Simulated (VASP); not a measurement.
# NaF (Fm-3m) in VASP: single point with LDA

Aim: the single point of NaF with LDA.

Program: VASP 6.6.1. These are calculated values, not measurements. Logs are shortened: lines on timing, memory, paths and dates and some standing lists are left out, and cuts for length are marked.

## (1) The cell of the first run

Symmetry: Fm-3m, No. 225, cubic system. The conventional cell has a = 4.647 Å, b = 4.647 Å, c = 4.647 Å, α = 90.00°, β = 90.00°, γ = 90.00°. Na (site symmetry m-3m) has 6 F at 2.32 Å within 3.1 Å. F (site symmetry m-3m) has 6 Na at 2.32 Å within 3.1 Å.

## (2) Single point, LDA

File INCAR:

```
SYSTEM = NaF
  PREC = Accurate
  ENCUT = 520
  EDIFF = 1E-6
  ISMEAR = 0
  SIGMA = 0.05
  LREAL = .False.
  LASPH = .True.
  NELM = 80
  ALGO = Normal
  ISIF = 2
  LWAVE = .False.
  LCHARG = .True.
  GGA = CA
  LELF = .True.
  LVHAR = .True.
  NBANDS = 14
```

File KPOINTS:

```
regular mesh
0
Gamma
  4 4 4
  0 0 0
```

File POSCAR:

```
NaF
1.0
    0.0000000000      2.3233000000      2.3233000000
    2.3233000000      0.0000000000      2.3233000000
    2.3233000000      2.3233000000      0.0000000000
Na F
1 1
Direct
    0.0000000000      0.0000000000      0.0000000000
    0.5000000000      0.5000000000      0.5000000000
```

Potentials or basis: VASP PAW LDA potentials, release 64 (Na_pv, F).

Run with:

```sh
cat potpaw_LDA.64/Na_pv/POTCAR potpaw_LDA.64/F/POTCAR > POTCAR
mpirun -np 1 vasp_std > vasp.out
```

OUTCAR:

```text
SYSTEM = NaF
   PREC = Accurate
   ENCUT = 520
   EDIFF = 1E-6
   ISMEAR = 0
   LREAL = .False.
   LASPH = .True.
   NELM = 80
   ISIF = 2
   GGA = CA

 ion  position               nearest neighbor table
   1  0.000  0.000  0.000-   2 2.32   2 2.32   2 2.32   2 2.32   2 2.32   2 2.32
   2  0.500  0.500  0.500-   1 2.32   1 2.32   1 2.32   1 2.32   1 2.32   1 2.32

  LATTYP: Found a face centered cubic cell.
 ALAT       =     4.6466000000

  Lattice vectors:

 A1 = (   0.0000000000,   2.3233000000,   2.3233000000)
 A2 = (   2.3233000000,   0.0000000000,   2.3233000000)
 A3 = (   2.3233000000,   2.3233000000,   0.0000000000)

Analysis of symmetry for initial positions (statically):
=====================================================================
 Subroutine PRICEL returns:
 Original cell was already a primitive cell.

 Routine SETGRP: Setting up the symmetry group for a
 face centered cubic supercell.

 Subroutine GETGRP returns: Found 48 space group operations
 (whereof 48 operations were pure point group operations)
 out of a pool of 48 trial point group operations.

The static configuration has the point symmetry O_h .

Analysis of symmetry for dynamics (positions and initial velocities):
=====================================================================
 Subroutine PRICEL returns:
 Original cell was already a primitive cell.

 Routine SETGRP: Setting up the symmetry group for a
 face centered cubic supercell.

 Subroutine GETGRP returns: Found 48 space group operations
 (whereof 48 operations were pure point group operations)
 out of a pool of 48 trial point group operations.

The dynamic configuration has the point symmetry O_h .

 Subroutine INISYM returns: Found 48 space group operations
 (whereof 48 operations are pure point group operations),
 and found     1 'primitive' translations

----------------------------------------------------------------------------------------

                                     Primitive cell

  volume of cell :      25.0811

  direct lattice vectors                    reciprocal lattice vectors
     0.000000000  2.323300000  2.323300000    -0.215211122  0.215211122  0.215211122
     2.323300000  0.000000000  2.323300000     0.215211122 -0.215211122  0.215211122
     2.323300000  2.323300000  0.000000000     0.215211122  0.215211122 -0.215211122

  length of vectors
     3.285642369  3.285642369  3.285642369     0.372756598  0.372756598  0.372756598

  position of ions in fractional coordinates (direct lattice)
     0.000000000  0.000000000  0.000000000
     0.500000000  0.500000000  0.500000000

  ion indices of the primitive-cell ions
   primitive index   ion index
                 1           1
                 2           2

----------------------------------------------------------------------------------------

 KPOINTS: regular mesh

Automatic generation of k-mesh.
 Grid dimensions read from file:
 generate k-points for:    4    4    4

 Generating k-lattice:

  Cartesian coordinates                     Fractional coordinates (reciprocal lattice)
    -0.053802781  0.053802781  0.053802781     0.250000000  0.000000000  0.000000000
     0.053802781 -0.053802781  0.053802781     0.000000000  0.250000000  0.000000000
     0.053802781  0.053802781 -0.053802781     0.000000000  0.000000000  0.250000000

  Length of vectors
     0.093189149  0.093189149  0.093189149

  Shift w.r.t. Gamma in fractional coordinates (k-lattice)
     0.000000000  0.000000000  0.000000000

 Subroutine IBZKPT returns following result:
 ===========================================

 Found      8 irreducible k-points:

 Following reciprocal coordinates:
            Coordinates               Weight
  0.000000  0.000000  0.000000      1.000000
  0.250000  0.000000  0.000000      8.000000
  0.500000  0.000000  0.000000      4.000000
  0.250000  0.250000  0.000000      6.000000
  0.500000  0.250000  0.000000     24.000000
 -0.250000  0.250000  0.000000     12.000000
  0.500000  0.500000  0.000000      3.000000
 -0.250000  0.500000  0.250000      6.000000
   k-points           NKPTS =      8   k-points in BZ     NKDIM =      8   number of bands    NBANDS=     14
   number of dos      NEDOS =    301   number of ions     NIONS =      2
   total plane-waves  NPLWV =  13824
   dimension x,y,z NGX =    24 NGY =   24 NGZ =   24
   dimension x,y,z NGXF=    48 NGYF=   48 NGZF=   48
   ions per type =               1   1
   NGX,Y,Z   is equivalent  to a cutoff of  12.14, 12.14, 12.14 a.u.
   NGXF,Y,Z  is equivalent  to a cutoff of  24.29, 24.29, 24.29 a.u.
 SYSTEM =  NaF
   PREC   = accura    normal or accurate (medium, high low for compatibility)
   ISTART =      0    job   : 0-new  1-cont  2-samecut
   ICHARG =      2    charge: 1-file 2-atom 10-const
   ISPIN  =      1    spin polarized calculation?
   LNONCOLLINEAR =      F non collinear calculations
   LSORBIT =      F    spin-orbit coupling
   LASPH  =      T    aspherical Exc in radial PAW
   ENCUT  =  520.0 eV  38.22 Ry    6.18 a.u.   6.11  6.11  6.11*2*pi/ulx,y,z
   NELM   =     80;   NELMIN=  2; NELMDL= -5     # of ELM steps
   EDIFF  = 0.1E-05   stopping-criterion for ELM
   LREAL  =      F    real-space projection
   EDIFFG = 0.1E-04   stopping-criterion for IOM
   NSW    =      0    number of steps for IOM
   IBRION =     -1    ionic relax: 0-MD 1-quasi-New 2-CG
   NFREE  =      0    steps in history (QN), initial steepest desc. (CG)
   ISIF   =      2    stress and relaxation
   ISYM   =      2    0-nonsym 1-usesym 2-fastsym
   POTIM  = 0.5000    time-step for ionic-motion
   TEBEG  =    0.0;   TEEND  =   0.0 temperature during run
   PSTRESS=    0.0 pullay stress
   NELECT =      14.0000    total number of electrons
   NUPDOWN=      -1.0000    fix difference up-down
   EMIN   =  10.00;   EMAX   =-10.00  energy-range for DOS
   EFERMI =   0.00;   METHOD = LEGACY
   ISMEAR =     0;   SIGMA  =   0.05  broadening in eV -4-tet -1-fermi 0-gaus
   EFERMI_NEDOS =   21; number of points for ismear=-14 and -15
   IALGO  =     38    algorithm
   IMIX   =      4    mixing-type and parameters
     AMIX     =   0.40;   BMIX     =  1.00
     AMIX_MAG =   1.60;   BMIX_MAG =  1.00
  volume/ion in A,a.u.               =      12.54        84.63
  Fermi-wavevector in a.u.,A,eV,Ry     =   1.347935  2.547227 24.720809  1.816928
  Thomas-Fermi vector in A             =   2.475645
   LORBIT       =      0    0 simple, 1 ext, 2 COOP (PROOUT), +10 PAW based schemes
   GGA     = CA    functional components
   LHFCALC =     F    Hartree Fock is set to
   AEXX    =    0.0000 exact exchange contribution
   IVDW    =     0    specifies the selected vdW correction
   LEPSILON=     F    determine dielectric tensor
   LRPA    =     F    only Hartree local field effects (RPA)
 non-spin polarized calculation
 Gauss-broadening in eV      SIGMA  =   0.05
  energy-cutoff  :      520.00
  volume of cell :       25.08
 maximum number of plane-waves:       692
   NGX = 13   NGY = 13   NGZ = 13

 number of electron      13.9999978 magnetization

 Free energy of the ion-electron system (eV)
  ---------------------------------------------------
  ext. energy  EPLUGINS =         0.00000000
  ---------------------------------------------------
  free energy    TOTEN  =        -9.29926743 eV

  energy without entropy =       -9.29926743  energy(sigma->0) =       -9.29926743

 E-fermi :  -2.2305     XC(G=0):  -9.9030

 val. band max:       -2.5456072569   @ k =   0.0000   0.0000   0.0000
 cond. band min:       3.3662883124   @ k =   0.0000   0.0000   0.0000
 fundamental gap:      5.9118955693
 Fermi energy:        -2.2305247521

 k-point     1 :       0.0000    0.0000    0.0000
  band No.  band energies     occupation
      1     -21.3314      2.00000
      2     -21.3314      2.00000
      3     -21.3314      2.00000
      4     -21.2913      2.00000
      5      -2.5456      2.00000
      6      -2.5456      2.00000
      7      -2.5456      2.00000
      8       3.3663      0.00000
      9      15.9315      0.00000
     10      15.9315      0.00000
     11      15.9315      0.00000
     12      18.7252      0.00000
     13      20.9449      0.00000
     14      20.9449      0.00000

 k-point     2 :       0.2500    0.0000    0.0000
  band No.  band energies     occupation
      1     -21.8728      2.00000
      2     -21.3379      2.00000
      3     -21.3379      2.00000
      4     -20.6753      2.00000
      5      -3.4796      2.00000
      6      -2.6779      2.00000
      7      -2.6779      2.00000
      8       5.2331      0.00000
      9      12.1103      0.00000
     10      16.6795      0.00000
     11      16.6795      0.00000
     12      19.6840      0.00000
     13      19.6840      0.00000
     14      21.2361      0.00000

 k-point     3 :       0.5000    0.0000    0.0000
  band No.  band energies     occupation
      1     -22.0860      2.00000
      2     -21.3442      2.00000
      3     -21.3442      2.00000
      4     -20.3843      2.00000
      5      -4.1904      2.00000
      6      -2.8065      2.00000
      7      -2.8065      2.00000
      8       7.7879      0.00000
      9       9.4816      0.00000
     10      17.0314      0.00000
     11      17.0314      0.00000
     12      19.8153      0.00000
     13      19.8153      0.00000
     14      20.6263      0.00000

 k-point     4 :       0.2500    0.2500    0.0000
  band No.  band energies     occupation
      1     -21.7661      2.00000
      2     -21.3588      2.00000
      3     -21.3588      2.00000
      4     -20.7582      2.00000
      5      -3.4856      2.00000
      6      -2.7652      2.00000
      7      -2.7652      2.00000
      8       5.7960      0.00000
      9      11.9613      0.00000
     10      16.0329      0.00000
     11      16.3279      0.00000
     12      16.3279      0.00000
     13      22.5302      0.00000
     14      23.2467      0.00000

 k-point     5 :       0.5000    0.2500    0.0000
  band No.  band energies     occupation
      1     -21.8463      2.00000
      2     -21.3951      2.00000
      3     -21.3654      2.00000
      4     -20.6112      2.00000
      5      -3.8263      2.00000
      6      -3.1349      2.00000
      7      -2.8855      2.00000
      8       8.4838      0.00000
      9      10.1651      0.00000
     10      13.5975      0.00000
     11      16.7197      0.00000
     12      16.8178      0.00000
     13      22.4518      0.00000
     14      23.9404      0.00000

 k-point     6 :      -0.2500    0.2500    0.0000
  band No.  band energies     occupation
      1     -21.9296      2.00000
      2     -21.3950      2.00000
      3     -21.3445      2.00000
      4     -20.5308      2.00000
      5      -3.7745      2.00000
      6      -3.1272      2.00000
      7      -2.8016      2.00000
      8       7.4204      0.00000
      9      10.8601      0.00000
     10      14.0472      0.00000
     11      17.4372      0.00000
     12      18.6804      0.00000
     13      19.3777      0.00000
     14      24.1448      0.00000

 k-point     7 :       0.5000    0.5000    0.0000
  band No.  band energies     occupation
      1     -21.4775      2.00000
      2     -21.3866      2.00000
      3     -21.3866      2.00000
      4     -21.0247      2.00000
      5      -3.8623      2.00000
      6      -2.9614      2.00000
      7      -2.9614      2.00000
      8      10.1358      0.00000
      9      10.2678      0.00000
     10      10.6154      0.00000
     11      16.6697      0.00000
     12      16.6697      0.00000
     13      20.9084      0.00000
     14      25.6292      0.00000

 k-point     8 :      -0.2500    0.5000    0.2500
  band No.  band energies     occupation
      1     -21.6910      2.00000
      2     -21.4317      2.00000
      3     -21.4317      2.00000
      4     -20.6826      2.00000
      5      -3.4471      2.00000
      6      -3.4471      2.00000
      7      -3.1354      2.00000
      8      10.1954      0.00000
      9      10.1954      0.00000
     10      12.1829      0.00000
     11      13.8655      0.00000
     12      20.3793      0.00000
     13      20.3793      0.00000
     14      23.7569      0.00000

------------------------ aborting loop because EDIFF is reached ----------------------------------------

  FORCE on cell =-STRESS in cart. coord.  units (eV):
  Direction    XX          YY          ZZ          XY          YZ          ZX
  --------------------------------------------------------------------------------------
  -------------------------------------------------------------------------------------
  Total       -0.7398578     -0.7398578     -0.7398578      0.0000000      0.0000000      0.0000000
  in kB      -47.2620975    -47.2620975    -47.2620975      0.0000000      0.0000000      0.0000000
  external PRESSURE =     -47.2620975 kB  Pullay stress =       0.0000000 kB

 VOLUME and BASIS-vectors are now :
 -----------------------------------------------------------------------------
  energy-cutoff  :      520.00
  volume of cell :       25.08
      direct lattice vectors                 reciprocal lattice vectors
     0.000000000  2.323300000  2.323300000    -0.215211122  0.215211122  0.215211122
     2.323300000  0.000000000  2.323300000     0.215211122 -0.215211122  0.215211122
     2.323300000  2.323300000  0.000000000     0.215211122  0.215211122 -0.215211122

 POSITION                                       TOTAL-FORCE (eV/Angst)
 -----------------------------------------------------------------------------------
      0.00000      0.00000      0.00000         0.000000     -0.000000      0.000000
      2.32330      2.32330      2.32330        -0.000000      0.000000     -0.000000
 -----------------------------------------------------------------------------------
    total drift:                                0.000000     -0.000000      0.000000

  FREE ENERGIE OF THE ION-ELECTRON SYSTEM (eV)
  ---------------------------------------------------
  free  energy   TOTEN  =        -9.2992674304 eV

  energy  without entropy=       -9.2992674304  energy(sigma->0) =       -9.29926743
```

It took 2.6 s on 1 thread of AMD EPYC 7R43 (Zen 3), shared host; peak memory 0.08 GiB.

Results:

```
Free energy            : -9.2993 eV
Pressure               : -4.7 GPa
Band gap on the k mesh : 5.91 eV, direct
```

Caveat: the k points lie up to 0.59 Å⁻¹ apart. Expect the measured gap to be larger: semilocal functionals such as LDA lack the derivative discontinuity.
